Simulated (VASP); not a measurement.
Here is a VASP 6.6.1 calculation.

INCAR

```
SYSTEM = SiC
PREC     = Accurate       ! precision mode
ENCUT    = 520            ! plane-wave cutoff, eV
EDIFF    = 1E-6           ! SCF threshold, eV
ISMEAR   = 0              ! smearing method
SIGMA    = 0.05           ! smearing width, eV
LREAL    = .FALSE.        ! projectors in reciprocal space
LASPH    = .TRUE.         ! aspherical terms in the spheres
NELM     = 60             ! most SCF steps
ALGO     = Normal         ! electronic algorithm
ISIF     = 2              ! what is computed and relaxed
LWAVE    = .FALSE.        ! write WAVECAR
LCHARG   = .TRUE.         ! write CHGCAR
GGA      = PE             ! functional
LELF     = .TRUE.         ! ELF
LVHAR    = .TRUE.       
NBANDS   = 11             ! bands
```

Contents of KPOINTS:

```
regular mesh
0
G
  12 12 12
  0 0 0
```

The input POSCAR:

```
SiC
1.0
    0.0000000000      2.1740000000      2.1740000000
    2.1740000000      0.0000000000      2.1740000000
    2.1740000000      2.1740000000      0.0000000000
Si C
1 1
Direct
   -0.0017036322     -0.0017036322     -0.0017036322
    0.7539835575      0.7539835575      0.7539835575
```

Potentials or basis: VASP PAW PBE potentials, release 64 (Si, C).

Launch:

```console
$ cat potpaw_PBE.64/Si/POTCAR potpaw_PBE.64/C/POTCAR > POTCAR
$ mpirun -np 1 vasp_std > vasp.out
```

(1) What does it give for the band gap on the k mesh?

(2) Predict the largest force.

(3) Estimate the pressure.

Answers

(1) 1.23 eV, indirect (least direct gap 4.48 eV).

(2) 0.912 eV/Å.

(3) 5.0 GPa.

Caveat: the cell differs from its parent crystal (mode 4 (793.9 1/cm) frozen in, largest displacement +0.030 Å).
